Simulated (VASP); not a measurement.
# Mg2Ge3N (P6/mmm) in VASP: further runs

The runs below take Mg2Ge3N through single point, relaxation of cell and atoms, with PBE.

Program: VASP 6.6.1. These are calculated values, not measurements. Logs are shortened: lines on timing, memory, paths and dates and some standing lists are left out, and cuts for length are marked.

## Step 1: The cell of the first run

The structure is hexagonal, space group P6/mmm (No. 191). The conventional cell has a = 5.033 Å, b = 5.033 Å, c = 4.456 Å, α = 90.00°, β = 90.00°, γ = 120.00°. Within 2.9 Å of Mg (site symmetry -6m2) lie 2 Ge at 2.23 Å. Ge (site symmetry -6m2) has 2 Mg at 2.23 Å within 2.9 Å. Within 2.9 Å of Ge (site symmetry 6/mmm) lie 2 N at 2.23 Å. N (site symmetry 6/mmm) has 2 Ge at 2.23 Å within 2.9 Å.

## Step 2: Single point, PBE

INCAR reads:

```
SYSTEM = Mg2Ge3N
ALGO = Normal
EDIFF = 1E-6
ENCUT = 520
GGA = PE
ISIF = 2
ISMEAR = 0
LASPH = .True.
LCHARG = .False.
LREAL = .False.
LWAVE = .False.
NBANDS = 34
NELM = 60
PREC = Accurate
SIGMA = 0.1
```

KPOINTS reads:

```
k-points
0
Gamma
  6 6 4
  0 0 0
```

POSCAR reads:

```
Mg2Ge3N
1.0
    5.0332613600      0.0000000000      0.0000000000
   -2.5166306800      4.3589322000      0.0000000000
    0.0000000000      0.0000000000      4.4559198600
Mg Ge N
2 3 1
Direct
    0.3333333300      0.6666666700      0.0000000000
    0.6666666700      0.3333333300      0.0000000000
    0.3333333300      0.6666666700      0.5000000000
    0.6666666700      0.3333333300      0.5000000000
    0.0000000000      0.0000000000      0.0000000000
    0.0000000000      0.0000000000      0.5000000000
```

Potentials or basis: VASP PAW PBE potentials, release 64 (Mg, Ge_d, N).

Run with:

```console
$ cat potpaw_PBE.64/Mg/POTCAR potpaw_PBE.64/Ge_d/POTCAR potpaw_PBE.64/N/POTCAR > POTCAR
$ mpirun -np 1 vasp_std > vasp.out
```

OUTCAR:

```text
SYSTEM = Mg2Ge3N
   EDIFF = 1E-6
   ENCUT = 520
   GGA = PE
   ISIF = 2
   ISMEAR = 0
   LASPH = .True.
   LREAL = .False.
   NELM = 60
   PREC = Accurate

 ion  position               nearest neighbor table
   1  0.333  0.667  0.000-   3 2.23   3 2.23   2 2.91   5 2.91   2 2.91   5 2.91   5 2.91   2 2.91

   2  0.667  0.333  0.000-   4 2.23   4 2.23   1 2.91   1 2.91   5 2.91   5 2.91   5 2.91   1 2.91

   3  0.333  0.667  0.500-   1 2.23   1 2.23   4 2.91   4 2.91   4 2.91
   4  0.667  0.333  0.500-   2 2.23   2 2.23   3 2.91   3 2.91   3 2.91
   5  0.000  0.000  0.000-   6 2.23   6 2.23   1 2.91   2 2.91   1 2.91   2 2.91   2 2.91   1 2.91

   6  0.000  0.000  0.500-   5 2.23   5 2.23

  LATTYP: Found a hexagonal cell.
 ALAT       =     5.0332613600
 C/A-ratio  =     0.8852947505

  Lattice vectors:

 A1 = (   5.0332613600,   0.0000000000,   0.0000000000)
 A2 = (  -2.5166306800,   4.3589322000,   0.0000000000)
 A3 = (   0.0000000000,   0.0000000000,   4.4559198600)

Analysis of symmetry for initial positions (statically):
=====================================================================
 Subroutine PRICEL returns:
 Original cell was already a primitive cell.

 Routine SETGRP: Setting up the symmetry group for a
 hexagonal supercell.

 Subroutine GETGRP returns: Found 24 space group operations
 (whereof 24 operations were pure point group operations)
 out of a pool of 24 trial point group operations.

The static configuration has the point symmetry D_6h.

Analysis of symmetry for dynamics (positions and initial velocities):
=====================================================================
 Subroutine PRICEL returns:
 Original cell was already a primitive cell.

 Routine SETGRP: Setting up the symmetry group for a
 hexagonal supercell.

 Subroutine GETGRP returns: Found 24 space group operations
 (whereof 24 operations were pure point group operations)
 out of a pool of 24 trial point group operations.

The dynamic configuration has the point symmetry D_6h.

 Subroutine INISYM returns: Found 24 space group operations
 (whereof 24 operations are pure point group operations),
 and found     1 'primitive' translations

----------------------------------------------------------------------------------------

                                     Primitive cell

  volume of cell :      97.7613

  direct lattice vectors                    reciprocal lattice vectors
     5.033261360  0.000000000  0.000000000     0.198678338  0.114706992  0.000000000
    -2.516630680  4.358932200  0.000000000     0.000000000  0.229413984  0.000000000
     0.000000000  0.000000000  4.455919860     0.000000000  0.000000000  0.224420553

  length of vectors
     5.033261360  5.033261359  4.455919860     0.229413983  0.229413984  0.224420553

  position of ions in fractional coordinates (direct lattice)
     0.333333330  0.666666670  0.000000000
     0.666666670  0.333333330  0.000000000
     0.333333330  0.666666670  0.500000000
     0.666666670  0.333333330  0.500000000
     0.000000000  0.000000000  0.000000000
     0.000000000  0.000000000  0.500000000

  ion indices of the primitive-cell ions
   primitive index   ion index
                 1           1
                 2           2
                 3           3
                 4           4
                 5           5
                 6           6

----------------------------------------------------------------------------------------

 KPOINTS: k-points

Automatic generation of k-mesh.
 Grid dimensions read from file:
 generate k-points for:    6    6    4

 Generating k-lattice:

  Cartesian coordinates                     Fractional coordinates (reciprocal lattice)
     0.033113056  0.019117832  0.000000000     0.166666667 -0.000000000  0.000000000
     0.000000000  0.038235664  0.000000000     0.000000000  0.166666667  0.000000000
     0.000000000  0.000000000  0.056105138     0.000000000  0.000000000  0.250000000

  Length of vectors
     0.038235664  0.038235664  0.056105138

  Shift w.r.t. Gamma in fractional coordinates (k-lattice)
     0.000000000  0.000000000  0.000000000

 Subroutine IBZKPT returns following result:
 ===========================================

 Found     21 irreducible k-points:

 Following reciprocal coordinates:
            Coordinates               Weight
  0.000000  0.000000  0.000000      1.000000
  0.166667 -0.000000  0.000000      6.000000
  0.333333 -0.000000  0.000000      6.000000
  0.500000 -0.000000  0.000000      3.000000
  0.166667  0.166667  0.000000      6.000000
  0.333333  0.166667  0.000000     12.000000
[... 13 lines left out ...]
  0.333333  0.166667  0.500000     12.000000
  0.333333  0.333333  0.500000      2.000000
   k-points           NKPTS =     21   k-points in BZ     NKDIM =     21   number of bands    NBANDS=     34
   number of dos      NEDOS =    301   number of ions     NIONS =      6
   total plane-waves  NPLWV =  57600
   dimension x,y,z NGX =    40 NGY =   40 NGZ =   36
   dimension x,y,z NGXF=    80 NGYF=   80 NGZF=   72
   ions per type =               2   3   1
   NGX,Y,Z   is equivalent  to a cutoff of  13.21, 13.21, 13.43 a.u.
   NGXF,Y,Z  is equivalent  to a cutoff of  26.42, 26.42, 26.86 a.u.
 SYSTEM =  Mg2Ge3N
   PREC   = accura    normal or accurate (medium, high low for compatibility)
   ISTART =      0    job   : 0-new  1-cont  2-samecut
   ICHARG =      2    charge: 1-file 2-atom 10-const
   ISPIN  =      1    spin polarized calculation?
   LNONCOLLINEAR =      F non collinear calculations
   LSORBIT =      F    spin-orbit coupling
   LASPH  =      T    aspherical Exc in radial PAW
   ENCUT  =  520.0 eV  38.22 Ry    6.18 a.u.   9.36  9.36  8.29*2*pi/ulx,y,z
   NELM   =     60;   NELMIN=  2; NELMDL= -5     # of ELM steps
   EDIFF  = 0.1E-05   stopping-criterion for ELM
   LREAL  =      F    real-space projection
   EDIFFG = 0.1E-04   stopping-criterion for IOM
   NSW    =      0    number of steps for IOM
   IBRION =     -1    ionic relax: 0-MD 1-quasi-New 2-CG
   NFREE  =      0    steps in history (QN), initial steepest desc. (CG)
   ISIF   =      2    stress and relaxation
   ISYM   =      2    0-nonsym 1-usesym 2-fastsym
   POTIM  = 0.5000    time-step for ionic-motion
   TEBEG  =    0.0;   TEEND  =   0.0 temperature during run
   PSTRESS=    0.0 pullay stress
   NELECT =      51.0000    total number of electrons
   NUPDOWN=      -1.0000    fix difference up-down
   EMIN   =  10.00;   EMAX   =-10.00  energy-range for DOS
   EFERMI =   0.00;   METHOD = LEGACY
   ISMEAR =     0;   SIGMA  =   0.10  broadening in eV -4-tet -1-fermi 0-gaus
   EFERMI_NEDOS =   21; number of points for ismear=-14 and -15
   IALGO  =     38    algorithm
   IMIX   =      4    mixing-type and parameters
     AMIX     =   0.40;   BMIX     =  1.00
     AMIX_MAG =   1.60;   BMIX_MAG =  1.00
  volume/ion in A,a.u.               =      16.29       109.95
  Fermi-wavevector in a.u.,A,eV,Ry     =   1.317880  2.490432 23.630707  1.736808
  Thomas-Fermi vector in A             =   2.447890
   LORBIT       =      0    0 simple, 1 ext, 2 COOP (PROOUT), +10 PAW based schemes
   GGA     = PE    functional components
   LHFCALC =     F    Hartree Fock is set to
   AEXX    =    0.0000 exact exchange contribution
   IVDW    =     0    specifies the selected vdW correction
   LEPSILON=     F    determine dielectric tensor
   LRPA    =     F    only Hartree local field effects (RPA)
 non-spin polarized calculation
 Gauss-broadening in eV      SIGMA  =   0.10
  energy-cutoff  :      520.00
  volume of cell :       97.76
 maximum number of plane-waves:      2669
 NGX is ok and might be reduce to    40
   NGX = 19   NGY = 19   NGZ = 17

 number of electron      51.0000005 magnetization

 Free energy of the ion-electron system (eV)
  ---------------------------------------------------
  ext. energy  EPLUGINS =         0.00000000
  ---------------------------------------------------
  free energy    TOTEN  =       -18.16451910 eV

  energy without entropy =      -18.14859495  energy(sigma->0) =      -18.15655703

 E-fermi :   5.3231     XC(G=0): -10.6729

 val. band max:        5.2950485808   @ k =   0.3333  -0.0000   0.2500
 cond. band min:       5.3329027000   @ k =   0.1667   0.1667   0.5000
 fundamental gap:      0.0378541193
 Fermi energy:         5.3230602678

 k-point     1 :       0.0000    0.0000    0.0000
  band No.  band energies     occupation
      1     -19.2081      2.00000
      2     -19.1639      2.00000
      3     -19.1606      2.00000
      4     -19.1606      2.00000
      5     -19.1459      2.00000
      6     -19.1459      2.00000
[... 26 lines left out ...]
     33      10.8312      0.00000
     34      11.4580      0.00000

 k-point     2 :       0.1667   -0.0000    0.0000
  band No.  band energies     occupation
      1     -19.2067      2.00000
      2     -19.1754      2.00000
      3     -19.1668      2.00000
      4     -19.1542      2.00000
      5     -19.1472      2.00000
      6     -19.1451      2.00000
[... 26 lines left out ...]
     33      10.8677      0.00000
     34      11.1347      0.00000

 k-point     3 :       0.3333   -0.0000    0.0000
  band No.  band energies     occupation
      1     -19.2029      2.00000
      2     -19.1877      2.00000
      3     -19.1758      2.00000
      4     -19.1534      2.00000
      5     -19.1494      2.00000
      6     -19.1420      2.00000
[... 26 lines left out ...]
     33      11.1673      0.00000
     34      11.6227      0.00000
[... 593 lines left out ...]
 k-point    20 :       0.3333    0.1667    0.5000
  band No.  band energies     occupation
      1     -19.1911      2.00000
      2     -19.1858      2.00000
      3     -19.1821      2.00000
      4     -19.1489      2.00000
      5     -19.1408      2.00000
      6     -19.1373      2.00000
[... 26 lines left out ...]
     33      11.2372      0.00000
     34      12.2274      0.00000

 k-point    21 :       0.3333    0.3333    0.5000
  band No.  band energies     occupation
      1     -19.1896      2.00000
      2     -19.1867      2.00000
      3     -19.1867      2.00000
      4     -19.1492      2.00000
      5     -19.1369      2.00000
      6     -19.1369      2.00000
[... 26 lines left out ...]
     33      12.3856      0.00000
     34      12.3856      0.00000

------------------------ aborting loop because EDIFF is reached ----------------------------------------

  FORCE on cell =-STRESS in cart. coord.  units (eV):
  Direction    XX          YY          ZZ          XY          YZ          ZX
  --------------------------------------------------------------------------------------
  -------------------------------------------------------------------------------------
  Total        0.5602172      0.5602172     27.2729261      0.0000000      0.0000000      0.0000000
  in kB        9.1812130      9.1812130    446.9668870      0.0000000      0.0000000      0.0000000
  external PRESSURE =     155.1097710 kB  Pullay stress =       0.0000000 kB

 VOLUME and BASIS-vectors are now :
 -----------------------------------------------------------------------------
  energy-cutoff  :      520.00
  volume of cell :       97.76
      direct lattice vectors                 reciprocal lattice vectors
     5.033261360  0.000000000  0.000000000     0.198678338  0.114706992  0.000000000
    -2.516630680  4.358932200  0.000000000     0.000000000  0.229413984  0.000000000
     0.000000000  0.000000000  4.455919860     0.000000000  0.000000000  0.224420553

 POSITION                                       TOTAL-FORCE (eV/Angst)
 -----------------------------------------------------------------------------------
     -0.00000      2.90595      0.00000         0.000000      0.000000      0.000000
      2.51663      1.45298      0.00000        -0.000000      0.000000     -0.000000
     -0.00000      2.90595      2.22796         0.000000      0.000000     -0.000000
      2.51663      1.45298      2.22796        -0.000000     -0.000000      0.000000
      0.00000      0.00000      0.00000        -0.000000      0.000000     -0.000000
      0.00000      0.00000      2.22796        -0.000000      0.000000     -0.000000
 -----------------------------------------------------------------------------------
    total drift:                                0.000000     -0.000000      0.000000

  FREE ENERGIE OF THE ION-ELECTRON SYSTEM (eV)
  ---------------------------------------------------
  free  energy   TOTEN  =       -18.1645191026 eV

  energy  without entropy=      -18.1485949499  energy(sigma->0) =      -18.15655703
```

It took 79 s on 1 thread of Intel Xeon Platinum 8259CL at 2.50GHz (Skylake/Cascade Lake), shared host; peak memory 0.25 GiB.

What came out:

```yaml
Free_energy: -18.1645 eV
Pressure: 15.5 GPa
```

Stress tensor (GPa, compression positive):
```
 0.92  0.00  0.00
 0.00  0.92  0.00
 0.00  0.00 44.70
```

Levels at points of the mesh, in eV from the Fermi level:
```csv
k point,band 22,band 23,band 24,band 25,band 26,band 27,band 28,band 29
"(0.00, 0.00, 0.00)",-3.45,-2.55,-2.55,-1.59,0.90,0.97,0.97,2.16
"(0.50, 0.00, 0.00)",-1.95,-1.88,-0.65,-0.58,0.27,0.29,0.96,2.61
"(0.00, 0.00, 0.50)",-2.40,-1.80,-1.80,-1.10,-1.10,-0.70,0.68,1.10
"(0.50, 0.00, 0.50)",-2.92,-2.07,-0.67,0.15,0.50,0.83,2.03,3.87
```

(Part 1 of 2 ends here.)
